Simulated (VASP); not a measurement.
# KF (I4mm) in VASP: further runs

Runs on KF. Level: LDA. Tasks: single point.

All numbers are computed with VASP 6.6.1; they aren't measurements. Logs are shortened: lines on timing, memory, paths and dates and some standing lists are left out, and cuts for length are marked.

## Step 1: The cell of the first run

The structure is tetragonal, space group I4mm (No. 107). The conventional cell has a = 3.781 Å, b = 3.781 Å, c = 5.347 Å, α = 90.00°, β = 90.00°, γ = 90.00°. Within 3.4 Å of K (site symmetry 4mm) lie 6 F at 2.57 to 2.77 Å. Within 3.4 Å of F (site symmetry 4mm) lie 6 K at 2.57 to 2.77 Å.

## Step 2: Single point, LDA (all K atoms moved -0.100 Å, as atom 1 along Cartesian [1 0 0])

INCAR

```
ALGO     = Normal         # electronic algorithm
EDIFF    = 1E-7           # SCF threshold, eV
ENCUT    = 520            # plane-wave cutoff, eV
GGA      = CA             # functional
ISIF     = 2              # what is computed and relaxed
ISMEAR   = 0              # smearing method
LASPH    = True           # aspherical terms in the spheres
LCHARG   = False          # write CHGCAR
LREAL    = False          # projectors in reciprocal space
LWAVE    = False          # write WAVECAR
NBANDS   = 15             # bands
NELM     = 60             # most SCF steps
PREC     = Accurate       # precision mode
SIGMA    = 0.05           # smearing width, eV
```

KPOINTS

```
k-points
0
Gamma
  8 8 8
```

POSCAR

```
KF
1.0
    0.0000000000      2.6735000000      2.6735000000
    2.6735000000      0.0000000000      2.6735000000
    2.6735000000      2.6735000000      0.0000000000
K F
1 1
Direct
    0.0187020759     -0.0187020759     -0.0187020759
    0.5000000000      0.5000000000      0.5000000000
```

Potentials or basis: VASP PAW LDA potentials, release 64 (K_sv, F).

Command:

```
cat potpaw_LDA.64/K_sv/POTCAR potpaw_LDA.64/F/POTCAR > POTCAR
mpirun -np 1 vasp_std > vasp.out
```

OUTCAR:

```text
EDIFF = 1E-7
   ENCUT = 520
   GGA = CA
   ISIF = 2
   ISMEAR = 0
   LASPH = True
   LREAL = False
   NELM = 60
   PREC = Accurate

 ion  position               nearest neighbor table
   1  0.019  0.981  0.981-   2 2.57   2 2.68   2 2.68   2 2.68   2 2.68   2 2.77
   2  0.500  0.500  0.500-   1 2.57   1 2.68   1 2.68   1 2.68   1 2.68   1 2.77

  LATTYP: Found a face centered cubic cell.
 ALAT       =     5.3470000000

  Lattice vectors:

 A1 = (   0.0000000000,   2.6735000000,   2.6735000000)
 A2 = (   2.6735000000,   0.0000000000,   2.6735000000)
 A3 = (   2.6735000000,   2.6735000000,   0.0000000000)

Analysis of symmetry for initial positions (statically):
=====================================================================
 Subroutine PRICEL returns:
 Original cell was already a primitive cell.

 Routine SETGRP: Setting up the symmetry group for a
 face centered cubic supercell.

 Subroutine GETGRP returns: Found  8 space group operations
 (whereof  8 operations were pure point group operations)
 out of a pool of 48 trial point group operations.

The static configuration has the point symmetry C_4v.

Analysis of symmetry for dynamics (positions and initial velocities):
=====================================================================
 Subroutine PRICEL returns:
 Original cell was already a primitive cell.

 Routine SETGRP: Setting up the symmetry group for a
 face centered cubic supercell.

 Subroutine GETGRP returns: Found  8 space group operations
 (whereof  8 operations were pure point group operations)
 out of a pool of 48 trial point group operations.

The dynamic configuration has the point symmetry C_4v.

 Subroutine INISYM returns: Found  8 space group operations
 (whereof  8 operations are pure point group operations),
 and found     1 'primitive' translations

----------------------------------------------------------------------------------------

                                     Primitive cell

  volume of cell :      38.2182

  direct lattice vectors                    reciprocal lattice vectors
     0.000000000  2.673500000  2.673500000    -0.187020759  0.187020759  0.187020759
     2.673500000  0.000000000  2.673500000     0.187020759 -0.187020759  0.187020759
     2.673500000  2.673500000  0.000000000     0.187020759  0.187020759 -0.187020759

  length of vectors
     3.780899959  3.780899959  3.780899959     0.323929457  0.323929457  0.323929457

  position of ions in fractional coordinates (direct lattice)
     0.018702076  0.981297924  0.981297924
     0.500000000  0.500000000  0.500000000

  ion indices of the primitive-cell ions
   primitive index   ion index
                 1           1
                 2           2

----------------------------------------------------------------------------------------

 KPOINTS: k-points

Automatic generation of k-mesh.
 Grid dimensions read from file:
 generate k-points for:    8    8    8

 Generating k-lattice:

  Cartesian coordinates                     Fractional coordinates (reciprocal lattice)
    -0.023377595  0.023377595  0.023377595     0.125000000  0.000000000  0.000000000
     0.023377595 -0.023377595  0.023377595     0.000000000  0.125000000  0.000000000
     0.023377595  0.023377595 -0.023377595     0.000000000  0.000000000  0.125000000

  Length of vectors
     0.040491182  0.040491182  0.040491182

  Shift w.r.t. Gamma in fractional coordinates (k-lattice)
     0.000000000  0.000000000  0.000000000

 Subroutine IBZKPT returns following result:
 ===========================================

 Found     59 irreducible k-points:

 Following reciprocal coordinates:
            Coordinates               Weight
  0.000000  0.000000  0.000000      1.000000
  0.125000  0.000000  0.000000      8.000000
  0.250000  0.000000  0.000000      8.000000
  0.375000  0.000000  0.000000      8.000000
  0.500000  0.000000  0.000000      4.000000
  0.125000  0.125000  0.000000      4.000000
[... 16 lines left out ...]
  0.000000  0.375000  0.250000      8.000000
  0.500000  0.250000  0.000000     16.000000
 [... further k-points ...]
   k-points           NKPTS =     59   k-points in BZ     NKDIM =     59   number of bands    NBANDS=     15
   number of dos      NEDOS =    301   number of ions     NIONS =      2
   total plane-waves  NPLWV =  21952
   dimension x,y,z NGX =    28 NGY =   28 NGZ =   28
   dimension x,y,z NGXF=    56 NGYF=   56 NGZF=   56
   ions per type =               1   1
   NGX,Y,Z   is equivalent  to a cutoff of  12.31, 12.31, 12.31 a.u.
   NGXF,Y,Z  is equivalent  to a cutoff of  24.62, 24.62, 24.62 a.u.
 SYSTEM =  unknown system
   PREC   = accura    normal or accurate (medium, high low for compatibility)
   ISTART =      0    job   : 0-new  1-cont  2-samecut
   ICHARG =      2    charge: 1-file 2-atom 10-const
   ISPIN  =      1    spin polarized calculation?
   LNONCOLLINEAR =      F non collinear calculations
   LSORBIT =      F    spin-orbit coupling
   LASPH  =      T    aspherical Exc in radial PAW
   ENCUT  =  520.0 eV  38.22 Ry    6.18 a.u.   7.03  7.03  7.03*2*pi/ulx,y,z
   NELM   =     60;   NELMIN=  2; NELMDL= -5     # of ELM steps
   EDIFF  = 0.1E-06   stopping-criterion for ELM
   LREAL  =      F    real-space projection
   EDIFFG = 0.1E-05   stopping-criterion for IOM
   NSW    =      0    number of steps for IOM
   IBRION =     -1    ionic relax: 0-MD 1-quasi-New 2-CG
   NFREE  =      0    steps in history (QN), initial steepest desc. (CG)
   ISIF   =      2    stress and relaxation
   ISYM   =      2    0-nonsym 1-usesym 2-fastsym
   POTIM  = 0.5000    time-step for ionic-motion
   TEBEG  =    0.0;   TEEND  =   0.0 temperature during run
   PSTRESS=    0.0 pullay stress
   NELECT =      16.0000    total number of electrons
   NUPDOWN=      -1.0000    fix difference up-down
   EMIN   =  10.00;   EMAX   =-10.00  energy-range for DOS
   EFERMI =   0.00;   METHOD = LEGACY
   ISMEAR =     0;   SIGMA  =   0.05  broadening in eV -4-tet -1-fermi 0-gaus
   EFERMI_NEDOS =   21; number of points for ismear=-14 and -15
   IALGO  =     38    algorithm
   IMIX   =      4    mixing-type and parameters
     AMIX     =   0.40;   BMIX     =  1.00
     AMIX_MAG =   1.60;   BMIX_MAG =  1.00
  volume/ion in A,a.u.               =      19.11       128.95
  Fermi-wavevector in a.u.,A,eV,Ry     =   1.224686  2.314320 20.406766  1.499855
  Thomas-Fermi vector in A             =   2.359751
   LORBIT       =      0    0 simple, 1 ext, 2 COOP (PROOUT), +10 PAW based schemes
   GGA     = CA    functional components
   LHFCALC =     F    Hartree Fock is set to
   AEXX    =    0.0000 exact exchange contribution
   IVDW    =     0    specifies the selected vdW correction
   LEPSILON=     F    determine dielectric tensor
   LRPA    =     F    only Hartree local field effects (RPA)
 non-spin polarized calculation
 Gauss-broadening in eV      SIGMA  =   0.05
  energy-cutoff  :      520.00
  volume of cell :       38.22
 maximum number of plane-waves:      1056
   NGX = 13   NGY = 13   NGZ = 13

 number of electron      16.0000001 magnetization

 Free energy of the ion-electron system (eV)
  ---------------------------------------------------
  ext. energy  EPLUGINS =         0.00000000
  ---------------------------------------------------
  free energy    TOTEN  =        -9.02644305 eV

  energy without entropy =       -9.02644305  energy(sigma->0) =       -9.02644305

 E-fermi :  -3.0338     XC(G=0):  -9.1112

 val. band max:       -3.2414239850   @ k =   0.0000   0.0000   0.0000
 cond. band min:       2.5425968361   @ k =   0.0000   0.0000   0.0000
 fundamental gap:      5.7840208210
 Fermi energy:        -3.0337952019

 k-point     1 :       0.0000    0.0000    0.0000
  band No.  band energies     occupation
      1     -28.8687      2.00000
      2     -21.4556      2.00000
      3     -12.3430      2.00000
      4     -12.3414      2.00000
      5     -12.3414      2.00000
      6      -3.2459      2.00000
      7      -3.2459      2.00000
      8      -3.2414      2.00000
      9       2.5426      0.00000
     10       7.2775      0.00000
     11       7.2923      0.00000
     12       7.2923      0.00000
     13       9.0066      0.00000
     14       9.0371      0.00000
     15      13.1170      0.00000

 k-point     2 :       0.1250    0.0000    0.0000
  band No.  band energies     occupation
      1     -28.8536      2.00000
      2     -21.4706      2.00000
      3     -12.3865      2.00000
      4     -12.3475      2.00000
      5     -12.3474      2.00000
      6      -3.3973      2.00000
      7      -3.2999      2.00000
      8      -3.2940      2.00000
      9       2.9837      0.00000
     10       6.9964      0.00000
     11       7.4976      0.00000
     12       7.5040      0.00000
     13       9.1552      0.00000
     14       9.1867      0.00000
     15      13.9238      0.00000

 k-point     3 :       0.2500    0.0000    0.0000
  band No.  band energies     occupation
      1     -28.8170      2.00000
      2     -21.5053      2.00000
      3     -12.4895      2.00000
      4     -12.3629      2.00000
      5     -12.3616      2.00000
      6      -3.7109      2.00000
      7      -3.4275      2.00000
      8      -3.4218      2.00000
      9       4.0752      0.00000
     10       6.5949      0.00000
     11       8.0289      0.00000
     12       8.0323      0.00000
     13       9.6145      0.00000
     14       9.6459      0.00000
     15      15.1210      0.00000
[... 343 lines left out ...]
 k-point    23 :       0.0000    0.3750    0.2500
  band No.  band energies     occupation
      1     -28.7746      2.00000
      2     -21.5048      2.00000
      3     -12.6449      2.00000
      4     -12.4992      2.00000
      5     -12.4858      2.00000
      6      -3.7331      2.00000
      7      -3.3747      2.00000
      8      -3.3422      2.00000
      9       5.2615      0.00000
     10       5.4453      0.00000
     11       8.7261      0.00000
     12       9.3044      0.00000
     13       9.9025      0.00000
     14      10.1752      0.00000
     15      14.1709      0.00000

 k-point    24 :       0.5000    0.2500    0.0000
  band No.  band energies     occupation
      1     -28.7531      2.00000
      2     -21.5158      2.00000
      3     -12.7335      2.00000
      4     -12.5439      2.00000
      5     -12.4767      2.00000
      6      -3.7131      2.00000
      7      -3.5045      2.00000
      8      -3.4404      2.00000
      9       5.5742      0.00000
     10       6.3545      0.00000
     11       8.2638      0.00000
     12       9.5146      0.00000
     13      10.8304      0.00000
     14      11.1275      0.00000
     15      12.1642      0.00000

 [... further k-points ...]
[... 5 lines left out ...]
  --------------------------------------------------------------------------------------
  -------------------------------------------------------------------------------------
  Total       -0.7111832     -0.8270939     -0.8270939      0.0000000      0.0000000     -0.0000000
  in kB      -29.8140879    -34.6732729    -34.6732729      0.0000000      0.0000000     -0.0000000
  external PRESSURE =     -33.0535446 kB  Pullay stress =       0.0000000 kB

 VOLUME and BASIS-vectors are now :
 -----------------------------------------------------------------------------
  energy-cutoff  :      520.00
  volume of cell :       38.22
      direct lattice vectors                 reciprocal lattice vectors
     0.000000000  2.673500000  2.673500000    -0.187020759  0.187020759  0.187020759
     2.673500000  0.000000000  2.673500000     0.187020759 -0.187020759  0.187020759
     2.673500000  2.673500000  0.000000000     0.187020759  0.187020759 -0.187020759

 POSITION                                       TOTAL-FORCE (eV/Angst)
 -----------------------------------------------------------------------------------
      5.24700      2.67350      2.67350         0.131117      0.000000      0.000000
      2.67350      2.67350      2.67350        -0.131117      0.000000      0.000000
 -----------------------------------------------------------------------------------
    total drift:                               -0.000004     -0.000000     -0.000000

  FREE ENERGIE OF THE ION-ELECTRON SYSTEM (eV)
  ---------------------------------------------------
  free  energy   TOTEN  =        -9.0264430464 eV

  energy  without entropy=       -9.0264430464  energy(sigma->0) =       -9.02644305
```

Wall time 12 s (1 thread of Intel Xeon 6975P-C (Granite Rapids), shared host); peak memory 0.15 GiB.

Results:

| Item | Value |
| --- | --- |
| Free energy | -9.0264 eV |
| Pressure | -3.3 GPa |
| Largest force | 0.131 eV/Å |
| Band gap on the k mesh | 5.78 eV, direct |

Forces in eV/Å, atoms in the order of the input:
```
K    0.131  0.000  0.000
F   -0.131  0.000  0.000
```

Stress tensor (GPa, compression positive):
```
-2.98  0.00  0.00
 0.00 -3.47  0.00
 0.00  0.00 -3.47
```

Levels at points of the mesh, in eV from the valence-band top:
```csv
k point,band 5,band 6,band 7,band 8,band 9,band 10,band 11,band 12
"(0.00, 0.00, 0.00)",-9.10,0.00,0.00,0.00,5.78,10.52,10.53,10.53
"(0.50, 0.00, 0.00)",-9.14,-0.84,-0.36,-0.36,8.77,10.19,11.96,11.98
"(0.50, 0.50, 0.00)",-9.33,-0.21,-0.07,-0.05,7.93,10.09,11.39,13.59
"(0.00, 0.50, 0.50)",-9.33,-0.20,-0.05,-0.05,7.90,10.07,11.37,13.58
```

Caveat: the cell differs from its parent crystal (all K atoms moved -0.100 Å, as atom 1 along Cartesian [1 0 0]). A k mesh can miss the band edges.

## Step 3: Single point, LDA (all K atoms moved +0.125 Å, as atom 1 along Cartesian [1 0 0])

INCAR

```
  ALGO = Normal
  EDIFF = 1E-7
  ENCUT = 520
  GGA = CA
  ISIF = 2
  ISMEAR = 0
  LASPH = T
  LCHARG = F
  LREAL = F
  LWAVE = F
  NBANDS = 15
  NELM = 60
  PREC = Accurate
  SIGMA = 0.05
```

KPOINTS is that of step 2.

POSCAR: that of step 2 with these lines changed.

```diff
@@ -8,3 +8,3 @@
 Direct
-    0.0187020759     -0.0187020759     -0.0187020759
+   -0.0233775949      0.0233775949      0.0233775949
     0.5000000000      0.5000000000      0.5000000000
```

Potentials or basis: VASP PAW LDA potentials, release 64 (K_sv, F).

Command:

```
cat potpaw_LDA.64/K_sv/POTCAR potpaw_LDA.64/F/POTCAR > POTCAR
mpirun -np 1 vasp_std > vasp.out
```

Wall time 12 s (1 thread of Intel Xeon 6975P-C (Granite Rapids), shared host); peak memory 0.15 GiB.

It converged, with:

- Free energy: -9.0227 eV
- Pressure: -3.2 GPa
- Largest force: 0.169 eV/Å
- Band gap on the k mesh: 5.78 eV, direct

Forces on the atoms (eV/Å):
```
K   -0.169  0.000  0.000
F    0.169  0.000  0.000
```

Stress tensor (GPa, compression positive):
```
-2.71  0.00  0.00
 0.00 -3.48  0.00
 0.00  0.00 -3.48
```

Levels at points of the mesh, in eV from the valence-band top:
```
           k point  band 5  band 6  band 7  band 8  band 9  band 10  band 11  band 12
(0.00, 0.00, 0.00)   -9.09   -0.01   -0.01    0.00    5.78    10.52    10.55    10.55
(0.50, 0.00, 0.00)   -9.13   -0.84   -0.36   -0.35    8.77    10.18    11.97    11.99
(0.50, 0.50, 0.00)   -9.32   -0.21   -0.07   -0.05    7.95    10.08    11.39    13.59
(0.00, 0.50, 0.50)   -9.32   -0.20   -0.05   -0.05    7.91    10.06    11.37    13.59
```

Caveat: the cell differs from its parent crystal (all K atoms moved +0.125 Å, as atom 1 along Cartesian [1 0 0]).

## Step 4: Single point, LDA (all K atoms moved +0.025 Å, as atom 1 along Cartesian [1 0 0])

INCAR

```
SYSTEM = KF
  ALGO = Normal
  EDIFF = 1E-7
  ENCUT = 520
  ISIF = 2
  ISMEAR = 0
  LASPH = .True.
  LCHARG = .False.
  LREAL = .False.
  LWAVE = .False.
  NBANDS = 15
  NELM = 60
  PREC = Accurate
  SIGMA = 0.05
```

KPOINTS

```
k-points
0
Gamma
  8 8 8
  0 0 0
```

POSCAR: that of step 3 with these lines changed.

```diff
@@ -8,3 +8,3 @@
 Direct
-   -0.0233775949      0.0233775949      0.0233775949
+   -0.0046755190      0.0046755190      0.0046755190
     0.5000000000      0.5000000000      0.5000000000
```

Command:

```
cat potpaw_LDA.64/K_sv/POTCAR potpaw_LDA.64/F/POTCAR > POTCAR
mpirun -np 1 vasp_std > vasp.out
```

Run time: 13 s. Hardware: 1 thread of Intel Xeon 6975P-C (Granite Rapids), shared host; peak memory 0.15 GiB.

It converged, with:

| Item | Value |
| --- | --- |
| Free energy | -9.0324 eV |
| Pressure | -3.4 GPa |
| Largest force | 0.031 eV/Å |
| Band gap on the k mesh | 5.78 eV, direct |

Forces in eV/Å, atoms in the order of the input:
```
K   -0.031  0.000  0.000
F    0.031  0.000  0.000
```

Levels at points of the mesh, in eV from the valence-band top:
```tsv
k point	band 4	band 5	band 6	band 7	band 8	band 9	band 10	band 11	band 12	band 13
(0.00, 0.00, 0.00)	-9.11	-9.11	0.00	0.00	0.00	5.78	10.51	10.51	10.51	12.24
(0.50, 0.00, 0.00)	-9.15	-9.15	-0.84	-0.36	-0.36	8.77	10.20	11.96	11.96	14.30
(0.50, 0.50, 0.00)	-9.34	-9.34	-0.21	-0.06	-0.06	7.90	10.10	11.38	13.57	14.27
(0.00, 0.50, 0.50)	-9.34	-9.34	-0.21	-0.06	-0.06	7.90	10.10	11.38	13.57	14.27
```

Caveat: the cell differs from its parent crystal (all K atoms moved +0.025 Å, as atom 1 along Cartesian [1 0 0]).
